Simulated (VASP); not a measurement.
# Sn (Im-3m) in VASP: notebook

Runs on Sn. Level: r2SCAN. Tasks: single point.

Everything below comes from runs of VASP 6.6.1. Logs are shortened: lines on timing, memory, paths and dates and some standing lists are left out, and cuts for length are marked.

### 1 The cell of the first run

Symmetry: Im-3m, No. 229, cubic system. Conventional cell: a = 3.685 Å, b = 3.685 Å, c = 3.685 Å, α = 90.00°, β = 90.00°, γ = 90.00°. Within 4.2 Å of Sn (site symmetry m-3m) lie 14 Sn at 3.19 to 3.69 Å.

### 2 Single point, r2SCAN

The input, POSCAR:

```
Sn
1.0
   -1.8427173648      1.8427173648      1.8427173648
    1.8427173648     -1.8427173648      1.8427173648
    1.8427173648      1.8427173648     -1.8427173648
Sn
1
Direct
    0.0000000000      0.0000000000      0.0000000000
```

The input, INCAR.step1:

```
PREC = Accurate
ENCUT = 520
ISMEAR = -1
SIGMA = 0.1
LREAL = F
LASPH = T
NELM = 60
NBANDS = 13
GGA = PE
ALGO = Normal
EDIFF = 1E-4
LWAVE = T
LCHARG = F
```

The input, INCAR.step2:

```
PREC = Accurate
ENCUT = 520
EDIFF = 1E-6
ISMEAR = -1
SIGMA = 0.1
LREAL = F
LASPH = T
NELM = 60
ALGO = Normal
ISIF = 2
LWAVE = F
LCHARG = T
METAGGA = R2SCAN
LMIXTAU = T
LELF = T
LVHAR = T
NBANDS = 13
ISTART = 1
```

The input, KPOINTS:

```
regular mesh
0
Gamma
  12 12 12
```

Potentials or basis: VASP PAW PBE potentials, release 64 (Sn_d).

Run with:

```sh
cat potpaw_PBE.64/Sn_d/POTCAR > POTCAR
cp INCAR.step1 INCAR
mpirun -np 1 vasp_std > vasp.out
cp INCAR.step2 INCAR
mpirun -np 1 vasp_std > vasp.out
```

OUTCAR:

```text
PREC = Accurate
   ENCUT = 520
   EDIFF = 1E-6
   ISMEAR = -1
   LREAL = F
   LASPH = T
   NELM = 60
   ISIF = 2
   METAGGA = R2SCAN
   ISTART = 1

 ion  position               nearest neighbor table
   1  0.000  0.000  0.000-

  LATTYP: Found a body centered cubic cell.
 ALAT       =     3.6854347296

  Lattice vectors:

 A1 = (  -1.8427173648,   1.8427173648,   1.8427173648)
 A2 = (   1.8427173648,  -1.8427173648,   1.8427173648)
 A3 = (   1.8427173648,   1.8427173648,  -1.8427173648)

Analysis of symmetry for initial positions (statically):
=====================================================================
 Subroutine PRICEL returns:
 Original cell was already a primitive cell.

 Routine SETGRP: Setting up the symmetry group for a
 body centered cubic supercell.

 Subroutine GETGRP returns: Found 48 space group operations
 (whereof 48 operations were pure point group operations)
 out of a pool of 48 trial point group operations.

The static configuration has the point symmetry O_h .

Analysis of symmetry for dynamics (positions and initial velocities):
=====================================================================
 Subroutine PRICEL returns:
 Original cell was already a primitive cell.

 Routine SETGRP: Setting up the symmetry group for a
 body centered cubic supercell.

 Subroutine GETGRP returns: Found 48 space group operations
 (whereof 48 operations were pure point group operations)
 out of a pool of 48 trial point group operations.

The dynamic configuration has the point symmetry O_h .

 Subroutine INISYM returns: Found 48 space group operations
 (whereof 48 operations are pure point group operations),
 and found     1 'primitive' translations

----------------------------------------------------------------------------------------

                                     Primitive cell

  volume of cell :      25.0286

  direct lattice vectors                    reciprocal lattice vectors
    -1.842717365  1.842717365  1.842717365     0.000000000  0.271338410  0.271338410
     1.842717365 -1.842717365  1.842717365     0.271338410  0.000000000  0.271338410
     1.842717365  1.842717365 -1.842717365     0.271338410  0.271338410  0.000000000

  length of vectors
     3.191680100  3.191680100  3.191680100     0.383730460  0.383730460  0.383730460

[... 77 lines left out ...]
   NELM   =     60;   NELMIN=  2; NELMDL=  0     # of ELM steps
   EDIFF  = 0.1E-05   stopping-criterion for ELM
   LREAL  =      F    real-space projection
   EDIFFG = 0.1E-04   stopping-criterion for IOM
   NSW    =      0    number of steps for IOM
   IBRION =     -1    ionic relax: 0-MD 1-quasi-New 2-CG
   NFREE  =      0    steps in history (QN), initial steepest desc. (CG)
   ISIF   =      2    stress and relaxation
   ISYM   =      2    0-nonsym 1-usesym 2-fastsym
   POTIM  = 0.5000    time-step for ionic-motion
   TEBEG  =    0.0;   TEEND  =   0.0 temperature during run
   PSTRESS=    0.0 pullay stress
   NELECT =      14.0000    total number of electrons
   NUPDOWN=      -1.0000    fix difference up-down
   EMIN   =  10.00;   EMAX   =-10.00  energy-range for DOS
   EFERMI =   0.00;   METHOD = LEGACY
   ISMEAR =    -1;   SIGMA  =   0.10  broadening in eV -4-tet -1-fermi 0-gaus
   EFERMI_NEDOS =   21; number of points for ismear=-14 and -15
   IALGO  =     38    algorithm
   IMIX   =      4    mixing-type and parameters
     AMIX     =   0.40;   BMIX     =  1.00
     AMIX_MAG =   1.60;   BMIX_MAG =  1.00
  volume/ion in A,a.u.               =      25.03       168.90
  Fermi-wavevector in a.u.,A,eV,Ry     =   1.348876  2.549007 24.755354  1.819467
  Thomas-Fermi vector in A             =   2.476509
   LORBIT       =      0    0 simple, 1 ext, 2 COOP (PROOUT), +10 PAW based schemes
   METAGGA = R2SCAN    functional components
   LHFCALC =     F    Hartree Fock is set to
   AEXX    =    0.0000 exact exchange contribution
   IVDW    =     0    specifies the selected vdW correction
   LEPSILON=     F    determine dielectric tensor
   LRPA    =     F    only Hartree local field effects (RPA)
 non-spin polarized calculation
  energy-cutoff  :      520.00
  volume of cell :       25.03
 maximum number of plane-waves:       688
   NGX = 11   NGY = 11   NGZ = 11

 number of electron      14.0000004 magnetization

 Free energy of the ion-electron system (eV)
  ---------------------------------------------------
  ext. energy  EPLUGINS =         0.00000000
  ---------------------------------------------------
  free energy    TOTEN  =       -24.48825176 eV

  energy without entropy =      -24.47491969  energy(sigma->0) =      -24.48158573

 E-fermi :   9.1247     XC(G=0): -11.7198

 val. band max:        8.9852820692   @ k =   0.2500   0.1667   0.1667
 cond. band min:       9.1643042520   @ k =   0.5000   0.5000   0.3333
 fundamental gap:      0.1790221829
 Fermi energy:         9.1246598016

 k-point     1 :       0.0000    0.0000    0.0000
  band No.  band energies     occupation
      1     -13.2607      2.00000
      2     -13.2606      2.00000
      3     -13.2606      2.00000
      4     -13.0661      2.00000
      5     -13.0661      2.00000
      6      -3.2338      2.00000
      7      18.3667      0.00000
      8      18.3667      0.00000
      9      18.3667      0.00000
     10      22.1265      0.00000
     11      22.1265      0.00000
     12      22.1265      0.00000
     13      22.9569      0.00000
[... 354 lines left out ...]
  band No.  band energies     occupation
      1     -13.3097      2.00000
      2     -13.2281      2.00000
      3     -13.0772      2.00000
      4     -13.0743      2.00000
      5     -12.9860      2.00000
      6       2.6066      2.00000
      7       4.3158      2.00000
      8      11.1764      0.00000
      9      12.7569      0.00000
     10      20.7549      0.00000
     11      20.9618      0.00000
     12      26.2808      0.00000
     13      26.8709      0.00000

 [... further k-points ...]
[... 5 lines left out ...]
  --------------------------------------------------------------------------------------
  -------------------------------------------------------------------------------------
  Total        0.6776246      0.6776246      0.6776246     -0.0000000      0.0000000     -0.0000000
  in kB       43.3774067     43.3774067     43.3774067     -0.0000000      0.0000000     -0.0000000
  external PRESSURE =      43.3774067 kB  Pullay stress =       0.0000000 kB

 VOLUME and BASIS-vectors are now :
 -----------------------------------------------------------------------------
  energy-cutoff  :      520.00
  volume of cell :       25.03
      direct lattice vectors                 reciprocal lattice vectors
    -1.842717365  1.842717365  1.842717365     0.000000000  0.271338410  0.271338410
     1.842717365 -1.842717365  1.842717365     0.271338410  0.000000000  0.271338410
     1.842717365  1.842717365 -1.842717365     0.271338410  0.271338410  0.000000000

 POSITION                                       TOTAL-FORCE (eV/Angst)
 -----------------------------------------------------------------------------------
      0.00000      0.00000      0.00000         0.000000      0.000000     -0.000000
 -----------------------------------------------------------------------------------
    total drift:                                0.000000      0.000000      0.000000

  FREE ENERGIE OF THE ION-ELECTRON SYSTEM (eV)
  ---------------------------------------------------
  free  energy   TOTEN  =       -24.4882517566 eV

  energy  without entropy=      -24.4749196940  energy(sigma->0) =      -24.48158573
```

Wall time 66 s (1 thread of Intel Xeon Platinum 8259CL at 2.50GHz (Skylake/Cascade Lake), shared host); peak memory 0.15 GiB.

What came out:

* Free energy: -24.4883 eV
* Pressure: 4.3 GPa
* Band gap on the k mesh: zero (band 7 reaches 18.37 eV, above the bottom of band 8 at 6.17 eV)

Caveat: the PAW data sets were made with another functional, which shifts forces and pressure a little; spin-orbit coupling is left out, which moves the levels of the heavy elements.

### 3 Single point, r2SCAN

This run uses another cell than the first one, of 25.75 Å³/atom, 1.029 times its volume.

The input, POSCAR:

```
Sn
1.0
   -1.8603520953      1.8603520953      1.8603520953
    1.8603520953     -1.8603520953      1.8603520953
    1.8603520953      1.8603520953     -1.8603520953
Sn
1
Direct
    0.0000000000      0.0000000000      0.0000000000
```

The input, INCAR.step1:

```
  ALGO = Normal
  EDIFF = 1E-4
  ENCUT = 520
  GGA = PE
  ISMEAR = -1
  LASPH = True
  LCHARG = False
  LREAL = False
  LWAVE = True
  NBANDS = 13
  NELM = 80
  PREC = Accurate
  SIGMA = 0.1
```

The input, INCAR.step2:

```
  ALGO = Normal
  EDIFF = 1E-6
  ENCUT = 520
  ISIF = 2
  ISMEAR = -1
  ISTART = 1
  LASPH = True
  LCHARG = False
  LMIXTAU = True
  LREAL = False
  LWAVE = False
  METAGGA = R2SCAN
  NBANDS = 13
  NELM = 80
  PREC = Accurate
  SIGMA = 0.1
```

The input, KPOINTS:

```
k-points
0
Gamma
  12 12 12
```

Potentials or basis: VASP PAW PBE potentials, release 64 (Sn_d).

Run with:

```sh
cat potpaw_PBE.64/Sn_d/POTCAR > POTCAR
cp INCAR.step1 INCAR
mpirun -np 1 vasp_std > vasp.out
cp INCAR.step2 INCAR
mpirun -np 1 vasp_std > vasp.out
```

OUTCAR:

```text
EDIFF = 1E-6
   ENCUT = 520
   ISIF = 2
   ISMEAR = -1
   ISTART = 1
   LASPH = True
   LREAL = False
   METAGGA = R2SCAN
   NELM = 80
   PREC = Accurate

 ion  position               nearest neighbor table
   1  0.000  0.000  0.000-

  LATTYP: Found a body centered cubic cell.
 ALAT       =     3.7207041906

  Lattice vectors:

 A1 = (  -1.8603520953,   1.8603520953,   1.8603520953)
 A2 = (   1.8603520953,  -1.8603520953,   1.8603520953)
 A3 = (   1.8603520953,   1.8603520953,  -1.8603520953)

Analysis of symmetry for initial positions (statically):
=====================================================================
 Subroutine PRICEL returns:
 Original cell was already a primitive cell.

 Routine SETGRP: Setting up the symmetry group for a
 body centered cubic supercell.

 Subroutine GETGRP returns: Found 48 space group operations
 (whereof 48 operations were pure point group operations)
 out of a pool of 48 trial point group operations.

The static configuration has the point symmetry O_h .

Analysis of symmetry for dynamics (positions and initial velocities):
=====================================================================
 Subroutine PRICEL returns:
 Original cell was already a primitive cell.

 Routine SETGRP: Setting up the symmetry group for a
 body centered cubic supercell.

 Subroutine GETGRP returns: Found 48 space group operations
 (whereof 48 operations were pure point group operations)
 out of a pool of 48 trial point group operations.

The dynamic configuration has the point symmetry O_h .

 Subroutine INISYM returns: Found 48 space group operations
 (whereof 48 operations are pure point group operations),
 and found     1 'primitive' translations

----------------------------------------------------------------------------------------

                                     Primitive cell

  volume of cell :      25.7540
[... 106 lines left out ...]
     AMIX     =   0.40;   BMIX     =  1.00
     AMIX_MAG =   1.60;   BMIX_MAG =  1.00
  volume/ion in A,a.u.               =      25.75       173.80
  Fermi-wavevector in a.u.,A,eV,Ry     =   1.336090  2.524844 24.288255  1.785136
  Thomas-Fermi vector in A             =   2.464744
   LORBIT       =      0    0 simple, 1 ext, 2 COOP (PROOUT), +10 PAW based schemes
   METAGGA = R2SCAN    functional components
   LHFCALC =     F    Hartree Fock is set to
   AEXX    =    0.0000 exact exchange contribution
   IVDW    =     0    specifies the selected vdW correction
   LEPSILON=     F    determine dielectric tensor
   LRPA    =     F    only Hartree local field effects (RPA)
 non-spin polarized calculation
  energy-cutoff  :      520.00
  volume of cell :       25.75
 maximum number of plane-waves:       712
   NGX = 11   NGY = 11   NGZ = 11

 number of electron      13.9999993 magnetization

 Free energy of the ion-electron system (eV)
  ---------------------------------------------------
  ext. energy  EPLUGINS =         0.00000000
  ---------------------------------------------------
  free energy    TOTEN  =       -24.50373371 eV

  energy without entropy =      -24.48901813  energy(sigma->0) =      -24.49637592

 E-fermi :   8.7545     XC(G=0): -11.5599

 val. band max:        8.6379590186   @ k =   0.2500   0.1667   0.1667
 cond. band min:       8.8038510569   @ k =   0.5000   0.5000   0.3333
 fundamental gap:      0.1658920383
 Fermi energy:         8.7544885742

 k-point     1 :       0.0000    0.0000    0.0000
  band No.  band energies     occupation
      1     -13.6068      2.00000
      2     -13.6068      2.00000
      3     -13.6068      2.00000
      4     -13.4278      2.00000
      5     -13.4278      2.00000
      6      -3.3706      2.00000
      7      17.6905      0.00000
      8      17.6905      0.00000
      9      17.6905      0.00000
     10      21.7102      0.00000
     11      21.7103      0.00000
     12      21.7103      0.00000
     13      22.3510      0.00000
[... 354 lines left out ...]
  band No.  band energies     occupation
      1     -13.6509      2.00000
      2     -13.5744      2.00000
      3     -13.4381      2.00000
      4     -13.4358      2.00000
      5     -13.3538      2.00000
      6       2.2584      2.00000
      7       4.0986      2.00000
      8      10.7479      0.00000
      9      12.3444      0.00000
     10      20.1468      0.00000
     11      20.4195      0.00000
     12      25.6156      0.00000
     13      26.3301      0.00000

 [... further k-points ...]
[... 5 lines left out ...]
  --------------------------------------------------------------------------------------
  -------------------------------------------------------------------------------------
  Total        0.3866483      0.3866483      0.3866483      0.0000000      0.0000000     -0.0000000
  in kB       24.0536619     24.0536619     24.0536619      0.0000000      0.0000000     -0.0000000
  external PRESSURE =      24.0536619 kB  Pullay stress =       0.0000000 kB

 VOLUME and BASIS-vectors are now :
 -----------------------------------------------------------------------------
  energy-cutoff  :      520.00
  volume of cell :       25.75
      direct lattice vectors                 reciprocal lattice vectors
    -1.860352095  1.860352095  1.860352095     0.000000000  0.268766327  0.268766327
     1.860352095 -1.860352095  1.860352095     0.268766327  0.000000000  0.268766327
     1.860352095  1.860352095 -1.860352095     0.268766327  0.268766327  0.000000000

 POSITION                                       TOTAL-FORCE (eV/Angst)
 -----------------------------------------------------------------------------------
      0.00000      0.00000      0.00000        -0.000000      0.000000      0.000000
 -----------------------------------------------------------------------------------
    total drift:                                0.000000      0.000000      0.000000

  FREE ENERGIE OF THE ION-ELECTRON SYSTEM (eV)
  ---------------------------------------------------
  free  energy   TOTEN  =       -24.5037337096 eV

  energy  without entropy=      -24.4890181348  energy(sigma->0) =      -24.49637592
```

OSZICAR.step1:

```text
N       E                     dE             d eps       ncg     rms          rms(c)
DAV:   1     0.790182221843E+02    0.79018E+02   -0.71235E+03  1930   0.165E+03
DAV:   2     0.144084918589E+01   -0.77577E+02   -0.75243E+02  1977   0.332E+02
DAV:   3    -0.367411776410E+01   -0.51150E+01   -0.51004E+01  2243   0.711E+01
DAV:   4    -0.377627428990E+01   -0.10216E+00   -0.10212E+00  2187   0.106E+01
DAV:   5    -0.377983919775E+01   -0.35649E-02   -0.35648E-02  2420   0.193E+00    0.147E+00
DAV:   6    -0.376850487869E+01    0.11334E-01   -0.11053E-02  2370   0.187E+00    0.814E-01
DAV:   7    -0.376459947947E+01    0.39054E-02   -0.71981E-03  2348   0.145E+00    0.108E-01
DAV:   8    -0.376443702014E+01    0.16246E-03   -0.69774E-04  2307   0.443E-01    0.245E-02
DAV:   9    -0.376443637706E+01    0.64309E-06   -0.91649E-06  1266   0.421E-02
   1 F= -.37644364E+01 E0= -.37563009E+01  d E =-.162709E-01
```

It took 93 s on 1 thread of Intel Xeon Platinum 8259CL at 2.50GHz (Skylake/Cascade Lake), shared host; peak memory 0.15 GiB.

Results:

```
Free energy            : -24.5037 eV
Pressure               : 2.4 GPa
Band gap on the k mesh : zero (band 7 reaches 17.69 eV, above the bottom of band 8 at 5.90 eV)
```

Caveat: the PAW data sets were made with another functional, which shifts forces and pressure a little; spin-orbit coupling is left out, which moves the levels of the heavy elements.
